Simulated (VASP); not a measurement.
# Si2Ni (Fm-3m) in VASP: a series of runs

Si2Ni is run at these levels: LDA; tasks: single point.

Everything below comes from runs of VASP 6.6.1. Logs are shortened: lines on timing, memory, paths and dates and some standing lists are left out, and cuts for length are marked.

### 1 The cell of the first run

The structure is cubic, space group Fm-3m (No. 225). The conventional cell has a = 5.333 Å, b = 5.333 Å, c = 5.333 Å, α = 90.00°, β = 90.00°, γ = 90.00°. Within 3.1 Å of Ni (site symmetry m-3m) lie 8 Si at 2.31 Å. Within 3.1 Å of Si (site symmetry -43m) lie 4 Ni at 2.31 Å and 6 Si at 2.67 Å.

### 2 Single point, LDA, collinear spin, ferromagnetic start

Contents of INCAR:

```
  PREC = Accurate
  ENCUT = 520
  EDIFF = 1E-7
  ISMEAR = -1
  SIGMA = 0.05
  LREAL = F
  LASPH = T
  NELM = 150
  ALGO = Normal
  ISIF = 2
  LWAVE = F
  LCHARG = F
  ISPIN = 2
  MAGMOM = 1 0 0
  LORBIT = 11
  LMAXMIX = 4
  NBANDS = 20
```

Contents of KPOINTS:

```
Automatic mesh
0
Gamma
  9 9 9
```

Contents of POSCAR:

```
Si2Ni
1.0
    0.0000000000      2.6664684948      2.6664684948
    2.6664684948      0.0000000000      2.6664684948
    2.6664684948      2.6664684948      0.0000000000
Ni Si
1 2
Direct
    0.0000000000      0.0000000000      0.0000000000
    0.7500000000      0.7500000000      0.7500000000
    0.2500000000      0.2500000000      0.2500000000
```

Potentials or basis: VASP PAW LDA potentials, release 64 (Ni, Si).

Run with:

```console
cat potpaw_LDA.64/Ni/POTCAR potpaw_LDA.64/Si/POTCAR > POTCAR
mpirun -np 1 vasp_std > vasp.out
```

OUTCAR:

```text
PREC = Accurate
   ENCUT = 520
   EDIFF = 1E-7
   ISMEAR = -1
   LREAL = F
   LASPH = T
   NELM = 150
   ISIF = 2
   ISPIN = 2
   LORBIT = 11

 ion  position               nearest neighbor table
   1  0.000  0.000  0.000-   2 2.31   2 2.31   2 2.31   2 2.31   3 2.31   3 2.31   3 2.31   3 2.31

   2  0.750  0.750  0.750-   1 2.31   1 2.31   1 2.31   1 2.31   3 2.67   3 2.67   3 2.67   3 2.67
                             3 2.67   3 2.67
   3  0.250  0.250  0.250-   1 2.31   1 2.31   1 2.31   1 2.31   2 2.67   2 2.67   2 2.67   2 2.67
                             2 2.67   2 2.67

  LATTYP: Found a face centered cubic cell.
 ALAT       =     5.3329369896

  Lattice vectors:

 A1 = (   0.0000000000,   2.6664684948,   2.6664684948)
 A2 = (   2.6664684948,   0.0000000000,   2.6664684948)
 A3 = (   2.6664684948,   2.6664684948,   0.0000000000)

Analysis of symmetry for initial positions (statically):
=====================================================================
 Subroutine PRICEL returns:
 Original cell was already a primitive cell.

 Routine SETGRP: Setting up the symmetry group for a
 face centered cubic supercell.

 Subroutine GETGRP returns: Found 48 space group operations
 (whereof 48 operations were pure point group operations)
 out of a pool of 48 trial point group operations.

The static configuration has the point symmetry O_h .

Analysis of symmetry for dynamics (positions and initial velocities):
=====================================================================
 Subroutine PRICEL returns:
 Original cell was already a primitive cell.

 Routine SETGRP: Setting up the symmetry group for a
 face centered cubic supercell.

 Subroutine GETGRP returns: Found 48 space group operations
 (whereof 48 operations were pure point group operations)
 out of a pool of 48 trial point group operations.

The dynamic configuration has the point symmetry O_h .

Analysis of structural, dynamic, and magnetic symmetry:
=====================================================================
 Subroutine PRICEL returns:
 Original cell was already a primitive cell.

 Routine SETGRP: Setting up the symmetry group for a
 face centered cubic supercell.

 Subroutine GETGRP returns: Found 48 space group operations
 (whereof 48 operations were pure point group operations)
 out of a pool of 48 trial point group operations.

The overall configuration has the point symmetry O_h .

 Subroutine INISYM returns: Found 48 space group operations
 (whereof 48 operations are pure point group operations),
 and found     1 'primitive' translations

----------------------------------------------------------------------------------------
[... 123 lines left out ...]
   IVDW    =     0    specifies the selected vdW correction
   LEPSILON=     F    determine dielectric tensor
   LRPA    =     F    only Hartree local field effects (RPA)
 spin polarized calculation
  energy-cutoff  :      520.00
  volume of cell :       37.92
 maximum number of plane-waves:      1032
   NGX = 13   NGY = 13   NGZ = 13

 number of electron      17.9999990 magnetization       0.0018529

 number of electron      17.9999990 magnetization      -0.0000245

 Free energy of the ion-electron system (eV)
  ---------------------------------------------------
  ext. energy  EPLUGINS =         0.00000000
  ---------------------------------------------------
  free energy    TOTEN  =       -19.89713613 eV

  energy without entropy =      -19.88829272  energy(sigma->0) =      -19.89271442

 E-fermi :  10.9988     XC(G=0): -11.9438

 val. band max:       10.9968234201   @ k =   0.1111   0.1111   0.0000
 cond. band min:      11.0175007229   @ k =   0.2222   0.0000   0.0000
 fundamental gap:      0.0206773028
 Fermi energy:        10.9988167085

 spin component 1

 k-point     1 :       0.0000    0.0000    0.0000
  band No.  band energies     occupation
      1      -3.2260      1.00000
      2       5.4679      1.00000
      3       5.4679      1.00000
      4       5.4679      1.00000
      5       7.2067      1.00000
      6       7.2067      1.00000
[... 541 lines left out ...]
     19      24.9553      0.00000
     20      24.9657      0.00000

 [... further k-points ...]

 spin component 2

 k-point     1 :       0.0000    0.0000    0.0000
  band No.  band energies     occupation
      1      -3.2260      1.00000
      2       5.4679      1.00000
      3       5.4679      1.00000
      4       5.4679      1.00000
      5       7.2067      1.00000
      6       7.2067      1.00000
[... 541 lines left out ...]
     19      24.9553      0.00000
     20      24.9657      0.00000

 [... further k-points ...]

------------------------ aborting loop because EDIFF is reached ----------------------------------------

  FORCE on cell =-STRESS in cart. coord.  units (eV):
  Direction    XX          YY          ZZ          XY          YZ          ZX
  --------------------------------------------------------------------------------------
  -------------------------------------------------------------------------------------
  Total        0.5404209      0.5404209      0.5404209      0.0000000      0.0000000      0.0000000
  in kB       22.8351249     22.8351249     22.8351249      0.0000000      0.0000000      0.0000000
  external PRESSURE =      22.8351249 kB  Pullay stress =       0.0000000 kB

 VOLUME and BASIS-vectors are now :
 -----------------------------------------------------------------------------
  energy-cutoff  :      520.00
  volume of cell :       37.92
      direct lattice vectors                 reciprocal lattice vectors
     0.000000000  2.666468495  2.666468495    -0.187513935  0.187513935  0.187513935
     2.666468495  0.000000000  2.666468495     0.187513935 -0.187513935  0.187513935
     2.666468495  2.666468495  0.000000000     0.187513935  0.187513935 -0.187513935

 POSITION                                       TOTAL-FORCE (eV/Angst)
 -----------------------------------------------------------------------------------
      0.00000      0.00000      0.00000        -0.000000      0.000000      0.000000
      3.99970      3.99970      3.99970        -0.000000     -0.000000      0.000000
      1.33323      1.33323      1.33323         0.000000      0.000000     -0.000000
 -----------------------------------------------------------------------------------
    total drift:                               -0.000000     -0.000000      0.000000

  FREE ENERGIE OF THE ION-ELECTRON SYSTEM (eV)
  ---------------------------------------------------
  free  energy   TOTEN  =       -19.8971361307 eV

  energy  without entropy=      -19.8882927173  energy(sigma->0) =      -19.89271442

 total charge

# of ion       s       p       d       tot
------------------------------------------
    1        0.587   0.858   8.497   9.941
    2        0.747   0.876   0.000   1.623
    3        0.747   0.876   0.000   1.623
--------------------------------------------------
tot          2.081   2.610   8.497  13.188

 magnetization (x)

# of ion       s       p       d       tot
------------------------------------------
    1       -0.000  -0.000  -0.000  -0.000
    2       -0.000  -0.000   0.000  -0.000
    3       -0.000  -0.000   0.000  -0.000
--------------------------------------------------
tot         -0.000  -0.000  -0.000  -0.000
```

OSZICAR:

```text
N       E                     dE             d eps       ncg     rms          rms(c)
DAV:   1     0.728514077499E+02    0.72851E+02   -0.71880E+03  2856   0.909E+02
DAV:   2    -0.166197971804E+02   -0.89471E+02   -0.79823E+02  2948   0.203E+02
DAV:   3    -0.217835358691E+02   -0.51637E+01   -0.50364E+01  3344   0.504E+01
DAV:   4    -0.218682912356E+02   -0.84755E-01   -0.84578E-01  3256   0.583E+00
DAV:   5    -0.218700964458E+02   -0.18052E-02   -0.18051E-02  3320   0.929E-01    0.173E+01
DAV:   6    -0.258316529962E+02   -0.39616E+01   -0.27139E+01  3152   0.116E+02    0.226E+01
DAV:   7    -0.200134273564E+02    0.58182E+01   -0.86939E+00  3512   0.728E+01    0.332E+00
DAV:   8    -0.199545541620E+02    0.58873E-01   -0.88327E-01  3824   0.134E+01    0.273E+00
DAV:   9    -0.198994241447E+02    0.55130E-01   -0.19669E-01  3388   0.774E+00    0.582E-01
DAV:  10    -0.198972973524E+02    0.21268E-02   -0.87461E-03  3836   0.156E+00    0.257E-01
DAV:  11    -0.198971474976E+02    0.14985E-03   -0.80339E-04  4336   0.277E-01    0.100E-01
DAV:  12    -0.198971406165E+02    0.68811E-05   -0.48233E-05  4104   0.998E-02    0.402E-02
DAV:  13    -0.198971374366E+02    0.31799E-05   -0.40756E-06  3916   0.290E-02    0.149E-02
DAV:  14    -0.198971361591E+02    0.12775E-05   -0.14449E-06  3912   0.274E-02    0.558E-03
DAV:  15    -0.198971361307E+02    0.28486E-07   -0.49912E-07  3988   0.852E-03
   1 F= -.19897136E+02 E0= -.19892714E+02  d E =-.884341E-02  mag=     0.0000
```

stdout:

```text
POSCAR found type information on POSCAR NiSi
 POSCAR found :  2 types and       3 ions
 scaLAPACK will be used
 LDA part: xc-table for (Slater(with rela. corr.)+CA(PZ))
 , standard interpolation
 POSCAR, INCAR and KPOINTS ok, starting setup
 FFT: planning ... GRIDC
 FFT: planning ... GRID_SOFT
 FFT: planning ... GRID
 WAVECAR not read
 entering main loop
```

Run time: 32 s. Hardware: 1 thread of Intel Xeon Platinum 8488C (Sapphire Rapids), shared host; peak memory 0.16 GiB.

Results:

```yaml
Free_energy: -19.8971 eV
Pressure: 2.3 GPa
Band_gap_on_the_k_mesh: zero (filled and empty bands overlap)
Net_moment: 0.00 μB per cell
Valence_electrons_inside_the_program's_atomic_spheres: Ni 9.94; Si 1.62
```

Levels at points of the mesh, in eV from the Fermi level:
Spin up:
```
           k point  band 7  band 8  band 9  band 10  band 11  band 12
(0.00, 0.00, 0.00)   -0.08    1.74    1.74     1.74     2.19     2.19
```
Spin down:
```tsv
k point	band 6	band 7	band 8	band 9	band 10	band 11	band 12	band 13
(0.00, 0.00, 0.00)	-3.79	-0.08	1.74	1.74	1.74	2.19	2.19	2.19
```

Caveat: the moments typed at the start vanished in this run.

### 3 Single point, LDA, collinear spin, ferromagnetic start

This run uses another cell than the first one, of 13.69 Å³/atom.

Contents of INCAR:

```
SYSTEM = Si2Ni
PREC = Accurate ; ENCUT = 520
EDIFF = 1E-6 ; ISMEAR = -1
SIGMA = 0.05 ; LREAL = .FALSE.
LASPH = .TRUE. ; NELM = 150
ALGO = Normal ; ISIF = 2
LWAVE = .FALSE. ; LCHARG = .TRUE.
ISPIN = 2 ; MAGMOM = 1 0 0
LORBIT = 11 ; LMAXMIX = 4
LELF = .TRUE. ; LVHAR = .TRUE.
NBANDS = 20
```

Contents of KPOINTS:

```
Automatic mesh
0
G
  9 9 9
  0 0 0
```

Contents of POSCAR:

```
Si2Ni
1.0
    0.0000000000      2.7385698685      2.7385698685
    2.7385698685      0.0000000000      2.7385698685
    2.7385698685      2.7385698685      0.0000000000
Ni Si
1 2
Direct
    0.0000000000      0.0000000000      0.0000000000
    0.7500000000      0.7500000000      0.7500000000
    0.2500000000      0.2500000000      0.2500000000
```

Potentials or basis: VASP PAW LDA potentials, release 64 (Ni, Si).

Run with:

```console
cat potpaw_LDA.64/Ni/POTCAR potpaw_LDA.64/Si/POTCAR > POTCAR
mpirun -np 1 vasp_std > vasp.out
```

Run time: 38 s. Hardware: 1 thread of Intel Xeon Platinum 8488C (Sapphire Rapids), shared host; peak memory 0.18 GiB.

The run converged. Its results:

```
Free energy                                           : -19.8199 eV
Pressure                                              : -9.4 GPa
Band gap on the k mesh                                : zero (filled and empty bands overlap)
Net moment                                            : 0.00 μB per cell
Valence electrons inside the program's atomic spheres : Ni 9.74; Si 1.58
```

Levels at points of the mesh, in eV from the Fermi level:
Spin up:
```
           k point  band 7  band 8  band 9  band 10  band 11  band 12
(0.00, 0.00, 0.00)   -0.63    1.70    1.70     1.70     2.39     2.39
```
Spin down:
```
           k point  band 5  band 6  band 7  band 8  band 9  band 10  band 11  band 12  band 13  band 14
(0.00, 0.00, 0.00)   -3.28   -3.28   -0.63    1.70    1.70     1.70     2.39     2.39     2.39     4.65
```

Caveat: the cell stands under tension; the moments typed at the start vanished in this run.

### 4 Single point, LDA, collinear spin, ferromagnetic start

This run uses another cell than the first one, of 13.96 Å³/atom.

Contents of INCAR:

```
SYSTEM = Si2Ni
PREC = Accurate
ENCUT = 520
EDIFF = 1E-7
ISMEAR = -1
SIGMA = 0.05
LREAL = .False.
LASPH = .True.
NELM = 150
ALGO = Normal
ISIF = 2
LWAVE = .False.
LCHARG = .False.
ISPIN = 2
MAGMOM = 1 0 0
LORBIT = 11
LMAXMIX = 4
NBANDS = 20
```

Contents of KPOINTS:

```
Automatic mesh
0
Gamma
  9 9 9
  0 0 0
```

Contents of POSCAR:

```
Si2Ni
1.0
    0.0000000000      2.7560134590      2.7560134590
    2.7560134590      0.0000000000      2.7560134590
    2.7560134590      2.7560134590      0.0000000000
Ni Si
1 2
Direct
    0.0000000000      0.0000000000      0.0000000000
    0.7500000000      0.7500000000      0.7500000000
    0.2500000000      0.2500000000      0.2500000000
```

Potentials or basis: VASP PAW LDA potentials, release 64 (Ni, Si).

Run with:

```console
cat potpaw_LDA.64/Ni/POTCAR potpaw_LDA.64/Si/POTCAR > POTCAR
mpirun -np 1 vasp_std > vasp.out
```

OUTCAR:

```text
SYSTEM = Si2Ni
   PREC = Accurate
   ENCUT = 520
   EDIFF = 1E-7
   ISMEAR = -1
   LREAL = .False.
   LASPH = .True.
   NELM = 150
   ISIF = 2
   ISPIN = 2
   LORBIT = 11

 ion  position               nearest neighbor table
   1  0.000  0.000  0.000-   2 2.39   2 2.39   2 2.39   2 2.39   3 2.39   3 2.39   3 2.39   3 2.39

   2  0.750  0.750  0.750-   1 2.39   1 2.39   1 2.39   1 2.39   3 2.76   3 2.76   3 2.76   3 2.76
                             3 2.76   3 2.76
   3  0.250  0.250  0.250-   1 2.39   1 2.39   1 2.39   1 2.39   2 2.76   2 2.76   2 2.76   2 2.76
                             2 2.76   2 2.76

  LATTYP: Found a face centered cubic cell.
 ALAT       =     5.5120269180

  Lattice vectors:

 A1 = (   0.0000000000,   2.7560134590,   2.7560134590)
 A2 = (   2.7560134590,   0.0000000000,   2.7560134590)
 A3 = (   2.7560134590,   2.7560134590,   0.0000000000)

Analysis of symmetry for initial positions (statically):
=====================================================================
 Subroutine PRICEL returns:
 Original cell was already a primitive cell.

 Routine SETGRP: Setting up the symmetry group for a
 face centered cubic supercell.
[... 1305 lines left out ...]

  FORCE on cell =-STRESS in cart. coord.  units (eV):
  Direction    XX          YY          ZZ          XY          YZ          ZX
  --------------------------------------------------------------------------------------
  -------------------------------------------------------------------------------------
  Total       -3.0620557     -3.0620557     -3.0620557     -0.0000000     -0.0000000     -0.0000000
  in kB     -117.1789681   -117.1789681   -117.1789681     -0.0000000     -0.0000000     -0.0000000
  external PRESSURE =    -117.1789681 kB  Pullay stress =       0.0000000 kB

 VOLUME and BASIS-vectors are now :
 -----------------------------------------------------------------------------
  energy-cutoff  :      520.00
  volume of cell :       41.87
      direct lattice vectors                 reciprocal lattice vectors
     0.000000000  2.756013459  2.756013459    -0.181421465  0.181421465  0.181421465
     2.756013459  0.000000000  2.756013459     0.181421465 -0.181421465  0.181421465
     2.756013459  2.756013459  0.000000000     0.181421465  0.181421465 -0.181421465

 POSITION                                       TOTAL-FORCE (eV/Angst)
 -----------------------------------------------------------------------------------
      0.00000      0.00000      0.00000        -0.000000      0.000000      0.000000
      4.13402      4.13402      4.13402        -0.000000     -0.000000     -0.000000
      1.37801      1.37801      1.37801         0.000000      0.000000      0.000000
 -----------------------------------------------------------------------------------
    total drift:                                0.000000     -0.000000     -0.000000

  FREE ENERGIE OF THE ION-ELECTRON SYSTEM (eV)
  ---------------------------------------------------
  free  energy   TOTEN  =       -19.7678553478 eV

  energy  without entropy=      -19.7630682750  energy(sigma->0) =      -19.76546181

 total charge

# of ion       s       p       d       tot
------------------------------------------
    1        0.537   0.717   8.441   9.695
    2        0.763   0.809   0.000   1.571
    3        0.763   0.809   0.000   1.571
--------------------------------------------------
tot          2.063   2.334   8.441  12.837

 magnetization (x)

# of ion       s       p       d       tot
------------------------------------------
    1       -0.000  -0.000   0.000  -0.000
    2        0.000   0.000   0.000   0.000
    3        0.000   0.000   0.000   0.000
--------------------------------------------------
tot          0.000   0.000   0.000   0.000
```

stdout:

```text
POSCAR found type information on POSCAR NiSi
 POSCAR found :  2 types and       3 ions
 scaLAPACK will be used
 LDA part: xc-table for (Slater(with rela. corr.)+CA(PZ))
 , standard interpolation
 POSCAR, INCAR and KPOINTS ok, starting setup
 FFT: planning ... GRIDC
 FFT: planning ... GRID_SOFT
 FFT: planning ... GRID
 WAVECAR not read
 entering main loop
```

Wall time 41 s (1 thread of Intel Xeon Platinum 8488C (Sapphire Rapids), shared host); peak memory 0.18 GiB.

What came out:

```yaml
Free_energy: -19.7679 eV
Pressure: -11.7 GPa
Band_gap_on_the_k_mesh: zero (filled and empty bands overlap)
Net_moment: 0.00 μB per cell
Valence_electrons_inside_the_program's_atomic_spheres: Ni 9.70; Si 1.57
```

Caveat: the cell stands under tension; the moments typed at the start vanished in this run.

### 5 The runs side by side

| cell | gap on the mesh (eV) | pressure (GPa) | moment (μB) |
| --- | --- | --- | --- |
| a = 3.771 Å, angles 60.0°, 3 atoms | none | 2.3 | 0.00 |
| a = 3.873 Å, angles 60.0°, 3 atoms | none | -9.4 | 0.00 |
| a = 3.898 Å, angles 60.0°, 3 atoms | none | -11.7 | 0.00 |

Alike in all rows: task single point; level LDA; potentials or basis VASP PAW LDA potentials, release 64 (Ni, Si); spin collinear, ferromagnetic start; k mesh 9 × 9 × 9; cutoff (eV) 520; smearing fermi-dirac 0.05 eV.

Caveats: the moments typed at the start vanished in this run; the cell stands under tension (at least some runs).

Total energies depend on the potentials used, so only differences within one code and one set of settings carry meaning.

The gap in the log of VASP goes by the Fermi energy; the results here count the filled bands.